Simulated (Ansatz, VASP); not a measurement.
# One calculation of As, two programs

File INCAR:

```
PREC     = Accurate       # precision mode
ENCUT    = 520            # plane-wave cutoff, eV
EDIFF    = 1E-6           # SCF threshold, eV
ISMEAR   = -1             # smearing method
SIGMA    = 0.05           # smearing width, eV
LREAL    = False          # projectors in reciprocal space
LASPH    = True           # aspherical terms in the spheres
NELM     = 60             # most SCF steps
ALGO     = Normal         # electronic algorithm
ISIF     = 2              # what is computed and relaxed
LWAVE    = False          # write WAVECAR
LCHARG   = False          # write CHGCAR
GGA      = RP             # functional
NBANDS   = 8              # bands
```

The input KPOINTS:

```
Automatic mesh
0
Gamma
  10 10 10
```

POSCAR

```
As
1.0
    2.7036817444      0.0000000000      0.0000000000
    0.0000000000      2.7036817444      0.0000000000
    0.0000000000      0.0000000000      2.7036817444
As
1
Direct
    0.5000000000      0.5000000000      0.5000000000
```

Contents of input.yaml:

```yaml
crystal:
  lattice:
    - [2.7036817444, 0.0, 0.0]
    - [0.0, 2.7036817444, 0.0]
    - [0.0, 0.0, 2.7036817444]
  atoms:
    - { symbol: As, position: [0.5, 0.5, 0.5] }
hamiltonian:
  xc: rpbe
  pseudopotentials: { kind: paw }
kpoints:
  mp_grid: { grid: [10, 10, 10] }
  band_path:
    path:
      - [[0.0, 0.0, 0.0], [0.0, 0.5, 0.0], [0.5, 0.5, 0.0], [0.0, 0.0, 0.0], [0.5, 0.5, 0.5], [0.0, 0.5, 0.0]]
      - [[0.5, 0.5, 0.0], [0.5, 0.5, 0.5]]
    npoints: 14
scf:
  occupations: { method: fermi_dirac, width: 0.05 }
  n_extra_bands: 6
output:
  forces: true
  stress: true
  eigenvalues: true
  fatbands: false
```

Alike in both runs: functional RPBE; k mesh 10 × 10 × 10; occupations fermi-dirac, width 0.05 eV; no spin polarisation.

|  | VASP | Ansatz |
| --- | --- | --- |
| version | VASP 6.6.1 | Ansatz 0.2.0 |
| potentials or method | VASP PAW PBE potentials, release 64 (As) | Ansatz PAW |
| plane-wave cutoff (eV) | 520 | 420 |
| valence electrons in the cell | 5 | 15 |
| task | single point | band structure |

|  | VASP | Ansatz | Ansatz less VASP |
| --- | --- | --- | --- |
| gap on the k mesh at the Fermi level (eV) | none | none | - |
| pressure (GPa) | 4.0 | 3.8 | -0.14 |

VASP's potentials were made for PBE, not for RPBE. A gap of «none» marks a metal or a gap that the smearing closes. The functional is the same, so the differences come from potentials, cutoffs and numerics. VASP's potentials hold 5 valence electrons a cell and Ansatz's 15, so a difference there can come from the potentials and not from the codes.
